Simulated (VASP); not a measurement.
# Ti2Co (Fd-3m) in VASP: notebook

Ti2Co is run at these levels: r2SCAN; tasks: single point.

All numbers are computed with VASP 6.6.1; they aren't measurements. Logs are shortened: lines on timing, memory, paths and dates and some standing lists are left out, and cuts for length are marked.

### 1 The cell of the first run

The structure is cubic, space group Fd-3m (No. 227). Conventional cell: a = 6.730 Å, b = 6.730 Å, c = 6.730 Å, α = 90.00°, β = 90.00°, γ = 90.00°. Within 3.1 Å of Ti (site symmetry -3m) lie 6 Ti at 2.38 Å and 6 Co at 2.79 Å. Within 3.7 Å of Co (site symmetry -43m) lie 12 Ti at 2.79 Å and 4 Co at 2.91 Å.

### 2 Single point, r2SCAN, collinear spin, ferromagnetic start

The input, POSCAR:

```
Ti2Co
1.0
    0.0000000000      3.3650000000      3.3650000000
    3.3650000000      0.0000000000      3.3650000000
    3.3650000000      3.3650000000      0.0000000000
Ti Co
4 2
Direct
    0.1250000000      0.1250000000      0.1250000000
    0.6250000000      0.1250000000      0.1250000000
    0.1250000000      0.1250000000      0.6250000000
    0.1250000000      0.6250000000      0.1250000000
    0.5000000000      0.5000000000      0.5000000000
    0.7500000000      0.7500000000      0.7500000000
```

The input, INCAR.step1:

```
PREC = Accurate
ENCUT = 520
ISMEAR = 0
SIGMA = 0.1
LREAL = F
LASPH = T
NELM = 150
ISPIN = 2
MAGMOM = 0.19 0.19 0.19 0.19 1.58 1.58
LMAXMIX = 4
NBANDS = 46
GGA = PE
ALGO = Normal
EDIFF = 1E-4
LWAVE = T
LCHARG = F
```

The input, INCAR.step2:

```
PREC = Accurate
ENCUT = 520
EDIFF = 1E-6
ISMEAR = 0
SIGMA = 0.1
LREAL = F
LASPH = T
NELM = 150
ALGO = Normal
ISIF = 2
LWAVE = F
LCHARG = T
ISPIN = 2
MAGMOM = 0.19 0.19 0.19 0.19 1.58 1.58
LORBIT = 11
LMAXMIX = 4
METAGGA = R2SCAN
LMIXTAU = T
LELF = T
LVHAR = T
NBANDS = 46
ISTART = 1
```

The input, KPOINTS:

```
regular mesh
0
Gamma
  4 4 4
```

Potentials or basis: VASP PAW PBE potentials, release 64 (Ti_sv, Co).

Started as:

```
$ cat potpaw_PBE.64/Ti_sv/POTCAR potpaw_PBE.64/Co/POTCAR > POTCAR
$ cp INCAR.step1 INCAR
$ mpirun -np 1 vasp_std > vasp.out
$ cp INCAR.step2 INCAR
$ mpirun -np 1 vasp_std > vasp.out
```

OUTCAR:

```text
PREC = Accurate
   ENCUT = 520
   EDIFF = 1E-6
   ISMEAR = 0
   LREAL = F
   LASPH = T
   NELM = 150
   ISIF = 2
   ISPIN = 2
   LORBIT = 11
   METAGGA = R2SCAN
   ISTART = 1

 ion  position               nearest neighbor table
   1  0.125  0.125  0.125-   2 2.38   3 2.38   4 2.38   3 2.38   4 2.38   2 2.38   6 2.79   5 2.79
                             6 2.79   5 2.79   6 2.79   5 2.79
   2  0.625  0.125  0.125-   1 2.38   3 2.38   4 2.38   1 2.38   3 2.38   4 2.38   6 2.79   5 2.79
                             5 2.79   6 2.79   5 2.79   6 2.79
   3  0.125  0.125  0.625-   1 2.38   1 2.38   2 2.38   4 2.38   4 2.38   2 2.38   6 2.79   5 2.79
                             6 2.79   5 2.79   6 2.79   5 2.79
   4  0.125  0.625  0.125-   1 2.38   3 2.38   1 2.38   2 2.38   3 2.38   2 2.38   6 2.79   5 2.79
                             6 2.79   5 2.79   6 2.79   5 2.79
   5  0.500  0.500  0.500-   1 2.79   1 2.79   1 2.79   2 2.79   3 2.79   4 2.79   4 2.79   2 2.79
                             4 2.79   3 2.79   2 2.79   3 2.79   6 2.91   6 2.91   6 2.91   6 2.91
   6  0.750  0.750  0.750-   2 2.79   3 2.79   4 2.79   1 2.79   1 2.79   1 2.79   2 2.79   2 2.79
                             3 2.79   4 2.79   3 2.79   4 2.79   5 2.91   5 2.91   5 2.91   5 2.91

  LATTYP: Found a face centered cubic cell.
 ALAT       =     6.7300000000

  Lattice vectors:

 A1 = (   0.0000000000,   3.3650000000,   3.3650000000)
 A2 = (   3.3650000000,   0.0000000000,   3.3650000000)
 A3 = (   3.3650000000,   3.3650000000,   0.0000000000)

Analysis of symmetry for initial positions (statically):
=====================================================================
 Subroutine PRICEL returns:
 Original cell was already a primitive cell.

 Routine SETGRP: Setting up the symmetry group for a
 face centered cubic supercell.

 Subroutine GETGRP returns: Found 48 space group operations
 (whereof 24 operations were pure point group operations)
 out of a pool of 48 trial point group operations.

The static configuration has the point symmetry T_d .
 The point group associated with its full space group is O_h .

Analysis of symmetry for dynamics (positions and initial velocities):
=====================================================================
 Subroutine PRICEL returns:
 Original cell was already a primitive cell.

 Routine SETGRP: Setting up the symmetry group for a
 face centered cubic supercell.

 Subroutine GETGRP returns: Found 48 space group operations
 (whereof 24 operations were pure point group operations)
 out of a pool of 48 trial point group operations.

The dynamic configuration has the point symmetry T_d .
 The point group associated with its full space group is O_h .

Analysis of structural, dynamic, and magnetic symmetry:
[... 145 lines left out ...]
 Free energy of the ion-electron system (eV)
  ---------------------------------------------------
  ext. energy  EPLUGINS =         0.00000000
  ---------------------------------------------------
  free energy    TOTEN  =       -74.04775139 eV

  energy without entropy =      -74.02126786  energy(sigma->0) =      -74.03450962

 E-fermi :  10.1838     XC(G=0): -13.9181

 val. band max:       10.1402896406   @ k =   0.0000   0.0000   0.0000
 cond. band min:      10.2167016120   @ k =   0.2500   0.0000   0.0000
 fundamental gap:      0.0764119713
 Fermi energy:        10.1837568828

 spin component 1

 k-point     1 :       0.0000    0.0000    0.0000
  band No.  band energies     occupation
      1     -48.5964      1.00000
      2     -47.8581      1.00000
      3     -47.8581      1.00000
      4     -47.8581      1.00000
      5     -25.7288      1.00000
      6     -24.1978      1.00000
[... 373 lines left out ...]
     44      13.2191      0.00000
     45      14.4185      0.00000
 Fermi energy:        10.1837568828

 spin component 2

 k-point     1 :       0.0000    0.0000    0.0000
  band No.  band energies     occupation
      1     -48.4363      1.00000
      2     -47.7021      1.00000
      3     -47.7021      1.00000
      4     -47.7021      1.00000
      5     -25.5800      1.00000
      6     -24.0252      1.00000
[... 373 lines left out ...]
     44      13.3119      0.00000
     45      14.5011      0.00000
 [bands above 45 left out]

------------------------ aborting loop because EDIFF is reached ----------------------------------------

  FORCE on cell =-STRESS in cart. coord.  units (eV):
  Direction    XX          YY          ZZ          XY          YZ          ZX
  --------------------------------------------------------------------------------------
  -------------------------------------------------------------------------------------
  Total        9.6257779      9.6257779      9.6257779     -0.0000000     -0.0000000      0.0000000
  in kB      202.3770300    202.3770300    202.3770300     -0.0000000     -0.0000000      0.0000000
  external PRESSURE =     202.3770300 kB  Pullay stress =       0.0000000 kB

 VOLUME and BASIS-vectors are now :
 -----------------------------------------------------------------------------
  energy-cutoff  :      520.00
  volume of cell :       76.21
      direct lattice vectors                 reciprocal lattice vectors
     0.000000000  3.365000000  3.365000000    -0.148588410  0.148588410  0.148588410
     3.365000000  0.000000000  3.365000000     0.148588410 -0.148588410  0.148588410
     3.365000000  3.365000000  0.000000000     0.148588410  0.148588410 -0.148588410

 POSITION                                       TOTAL-FORCE (eV/Angst)
 -----------------------------------------------------------------------------------
      0.84125      0.84125      0.84125         0.000000     -0.000000     -0.000000
      0.84125      2.52375      2.52375         0.000000     -0.000000     -0.000000
      2.52375      2.52375      0.84125         0.000000     -0.000000     -0.000000
      2.52375      0.84125      2.52375         0.000000     -0.000000     -0.000000
      3.36500      3.36500      3.36500        -0.000000     -0.000000     -0.000000
      5.04750      5.04750      5.04750         0.000000      0.000000      0.000000
 -----------------------------------------------------------------------------------
    total drift:                                0.000000      0.000000      0.000000

  FREE ENERGIE OF THE ION-ELECTRON SYSTEM (eV)
  ---------------------------------------------------
  free  energy   TOTEN  =       -74.0477513933 eV

  energy  without entropy=      -74.0212678561  energy(sigma->0) =      -74.03450962

 total charge

# of ion       s       p       d       tot
------------------------------------------
    1        2.298   6.161   2.296  10.755
    2        2.298   6.161   2.296  10.755
    3        2.298   6.161   2.296  10.755
    4        2.298   6.161   2.296  10.755
    5        0.477   0.501   7.214   8.193
    6        0.477   0.501   7.214   8.193
--------------------------------------------------
tot         10.147  25.645  23.614  59.406

 magnetization (x)

# of ion       s       p       d       tot
------------------------------------------
    1        0.004   0.004   0.136   0.144
    2        0.004   0.004   0.136   0.144
    3        0.004   0.004   0.136   0.144
    4        0.004   0.004   0.136   0.144
    5       -0.002  -0.001  -0.071  -0.075
    6       -0.002  -0.001  -0.071  -0.075
--------------------------------------------------
tot          0.012   0.014   0.403   0.429
```

OUTCAR.step1:

```text
PREC = Accurate
   ENCUT = 520
   ISMEAR = 0
   LREAL = F
[... 1015 lines left out ...]
      2.52375      2.52375      0.84125        -0.000000     -0.000000     -0.000000
      2.52375      0.84125      2.52375        -0.000000     -0.000000     -0.000000
      3.36500      3.36500      3.36500        -0.000000     -0.000000     -0.000000
      5.04750      5.04750      5.04750         0.000000      0.000000      0.000000
 -----------------------------------------------------------------------------------
    total drift:                                0.000000      0.000000      0.000000

  FREE ENERGIE OF THE ION-ELECTRON SYSTEM (eV)
  ---------------------------------------------------
  free  energy   TOTEN  =       -41.9568428542 eV

  energy  without entropy=      -41.9101781958  energy(sigma->0) =      -41.93351053
```

It took 7 min on 1 thread of AMD EPYC 9R45 (Zen 5), shared host; peak memory 0.25 GiB.

What came out:

```yaml
Free_energy: -74.0478 eV
Pressure: 20.2 GPa
Net_moment: 0.49 μB per cell
Site_moments: Ti +0.14; Co -0.07 μB
Valence_electrons_inside_the_program's_atomic_spheres: Ti 10.76; Co 8.19
```

Levels at points of the mesh, in eV from the Fermi level:
Spin up:
```tsv
k point	band 30	band 31	band 32	band 33	band 34	band 35	band 36	band 37
(0.00, 0.00, 0.00)	-1.03	-1.03	-0.04	-0.04	0.09	0.09	0.09	4.13
(0.50, 0.00, 0.00)	-0.61	-0.61	-0.32	-0.26	-0.26	1.12	1.17	1.17
(0.50, 0.50, 0.00)	-0.76	-0.32	-0.32	0.27	0.27	0.76	0.76	1.59
```
Spin down:
| k point | band 30 | band 31 | band 32 | band 33 | band 34 | band 35 |
| --- | --- | --- | --- | --- | --- | --- |
| (0.00, 0.00, 0.00) | -1.03 | -1.03 | 0.17 | 0.17 | 0.19 | 0.19 |
| (0.50, 0.00, 0.00) | -0.43 | -0.33 | -0.33 | -0.23 | -0.23 | 1.13 |
| (0.50, 0.50, 0.00) | -0.66 | -0.38 | -0.38 | 0.50 | 0.50 | 0.76 |

Caveat: the k points lie up to 0.40 Å⁻¹ apart; the PAW data sets were made with another functional, which shifts forces and pressure a little.

### 3 Single point, r2SCAN, collinear spin, ferromagnetic start

POSCAR is that of step 2.

The input, INCAR.step1:

```
SYSTEM = Ti2Co
PREC     = Accurate       ! precision mode
ENCUT    = 520            ! plane-wave cutoff, eV
ISMEAR   = 0              ! smearing method
SIGMA    = 0.01           ! smearing width, eV
LREAL    = .False.        ! projectors in reciprocal space
LASPH    = .True.         ! aspherical terms in the spheres
NELM     = 150            ! most SCF steps
ISPIN    = 2              ! spin polarisation
MAGMOM   = 0.19 0.19 0.19 0.19 1.58 1.58 ! initial moments
LMAXMIX  = 4              ! l up to which the mixer works
NBANDS   = 46             ! bands
GGA      = PE             ! functional
ALGO     = Normal         ! electronic algorithm
EDIFF    = 1E-4           ! SCF threshold, eV
LWAVE    = .True.         ! write WAVECAR
LCHARG   = .False.        ! write CHGCAR
```

The input, INCAR.step2:

```
SYSTEM = Ti2Co
PREC     = Accurate       ! precision mode
ENCUT    = 520            ! plane-wave cutoff, eV
EDIFF    = 1E-7           ! SCF threshold, eV
ISMEAR   = 0              ! smearing method
SIGMA    = 0.01           ! smearing width, eV
LREAL    = .False.        ! projectors in reciprocal space
LASPH    = .True.         ! aspherical terms in the spheres
NELM     = 150            ! most SCF steps
ALGO     = Normal         ! electronic algorithm
ISIF     = 2              ! what is computed and relaxed
LWAVE    = .False.        ! write WAVECAR
LCHARG   = .False.        ! write CHGCAR
ISPIN    = 2              ! spin polarisation
MAGMOM   = 0.19 0.19 0.19 0.19 1.58 1.58 ! initial moments
LORBIT   = 11             ! projections on sites
LMAXMIX  = 4              ! l up to which the mixer works
METAGGA  = R2SCAN         ! meta-GGA
LMIXTAU  = .True.       
NBANDS   = 46             ! bands
ISTART   = 1
```

The input, KPOINTS:

```
regular mesh
0
Gamma
  5 5 5
  0 0 0
```

Potentials or basis: VASP PAW PBE potentials, release 64 (Ti_sv, Co).

Started as:

```
$ cat potpaw_PBE.64/Ti_sv/POTCAR potpaw_PBE.64/Co/POTCAR > POTCAR
$ cp INCAR.step1 INCAR
$ mpirun -np 1 vasp_std > vasp.out
$ cp INCAR.step2 INCAR
$ mpirun -np 1 vasp_std > vasp.out
```

It took 16 min on 1 thread of AMD EPYC 9R45 (Zen 5), shared host; peak memory 0.27 GiB.

The run converged. Its results:

| Quantity | Value |
| --- | --- |
| Free energy | -74.1724 eV |
| Pressure | 25.0 GPa |
| Net moment | 1.57 μB per cell |
| Site moments | Ti -0.21; Co +1.44 μB |
| Valence electrons inside the program's atomic spheres | Ti 10.78; Co 8.15 |

Levels at points of the mesh, in eV from the Fermi level:
Spin up:
```tsv
k point	band 32	band 33	band 34	band 35	band 36	band 37
(0.00, 0.00, 0.00)	-0.48	-0.48	-0.48	-0.11	-0.11	4.22
```
Spin down:
```tsv
k point	band 29	band 30	band 31	band 32	band 33	band 34	band 35	band 36
(0.00, 0.00, 0.00)	-0.64	-0.64	-0.64	0.01	0.01	0.47	0.47	0.47
```

Caveat: the cell stands under pressure; the PAW data sets were made with another functional, which shifts forces and pressure a little.

### 4 Single point, r2SCAN, collinear spin, ferromagnetic start

POSCAR is that of step 3.

The input, INCAR.step1:

```
PREC     = Accurate       # precision mode
ENCUT    = 520            # plane-wave cutoff, eV
ISMEAR   = 0              # smearing method
SIGMA    = 0.05           # smearing width, eV
LREAL    = False          # projectors in reciprocal space
LASPH    = True           # aspherical terms in the spheres
NELM     = 150            # most SCF steps
ISPIN    = 2              # spin polarisation
MAGMOM   = 0.19 0.19 0.19 0.19 1.58 1.58 # initial moments
LMAXMIX  = 4              # l up to which the mixer works
NBANDS   = 46             # bands
GGA      = PE             # functional
ALGO     = Normal         # electronic algorithm
EDIFF    = 1E-4           # SCF threshold, eV
LWAVE    = True           # write WAVECAR
LCHARG   = False          # write CHGCAR
```

The input, INCAR.step2:

```
PREC     = Accurate       # precision mode
ENCUT    = 520            # plane-wave cutoff, eV
EDIFF    = 1E-7           # SCF threshold, eV
ISMEAR   = 0              # smearing method
SIGMA    = 0.05           # smearing width, eV
LREAL    = False          # projectors in reciprocal space
LASPH    = True           # aspherical terms in the spheres
NELM     = 150            # most SCF steps
ALGO     = Normal         # electronic algorithm
ISIF     = 2              # what is computed and relaxed
LWAVE    = False          # write WAVECAR
LCHARG   = True           # write CHGCAR
ISPIN    = 2              # spin polarisation
MAGMOM   = 0.19 0.19 0.19 0.19 1.58 1.58 # initial moments
LORBIT   = 11             # projections on sites
LMAXMIX  = 4              # l up to which the mixer works
METAGGA  = R2SCAN         # meta-GGA
LMIXTAU  = True         
LELF     = True           # ELF
LVHAR    = True         
NBANDS   = 46             # bands
ISTART   = 1
```

The input, KPOINTS:

```
Automatic mesh
0
Gamma
  5 5 5
```

Started as:

```
$ cat potpaw_PBE.64/Ti_sv/POTCAR potpaw_PBE.64/Co/POTCAR > POTCAR
$ cp INCAR.step1 INCAR
$ mpirun -np 1 vasp_std > vasp.out
$ cp INCAR.step2 INCAR
$ mpirun -np 1 vasp_std > vasp.out
```

Wall time 15 min (1 thread of AMD EPYC 9R45 (Zen 5), shared host); peak memory 0.27 GiB.

Results (log left out):

```yaml
Free_energy: -74.1779 eV
Pressure: 25.3 GPa
Net_moment: 1.34 μB per cell
Site_moments: Ti -0.27; Co +1.45 μB
Valence_electrons_inside_the_program's_atomic_spheres: Ti 10.78; Co 8.15
```

Levels at points of the mesh, in eV from the Fermi level:
Spin up:
```
           k point  band 31  band 32  band 33  band 34  band 35  band 36  band 37  band 38
(0.00, 0.00, 0.00)    -1.93    -0.44    -0.44    -0.44    -0.04    -0.04     4.23     4.23
```
Spin down:
```
           k point  band 28  band 29  band 30  band 31  band 32  band 33  band 34  band 35  band 36  band 37
(0.00, 0.00, 0.00)    -1.24    -0.62    -0.62    -0.62    -0.04    -0.04     0.47     0.47     0.47     3.98
```

Caveat: the cell stands under pressure; the PAW data sets were made with another functional, which shifts forces and pressure a little.

### 5 Summary

| k mesh | smearing | gap on the mesh (eV) | pressure (GPa) | moment (μB) |
| --- | --- | --- | --- | --- |
| 4 × 4 × 4 | gaussian 0.1 eV | none | 20.2 | 0.49 |
| 5 × 5 × 5 | gaussian 0.01 eV | none | 25.0 | 1.57 |
| 5 × 5 × 5 | gaussian 0.05 eV | none | 25.3 | 1.34 |

Alike in all rows: task single point; level r2SCAN; potentials or basis VASP PAW PBE potentials, release 64 (Ti_sv, Co); spin collinear, ferromagnetic start; cell as given; cutoff (eV) 520.

Caveats: some runs use coarse meshes; the PAW data sets were made with another functional, which shifts forces and pressure a little; the cell stands under pressure (at least some runs).

Absolute energies hang on the potentials; compare differences alone.
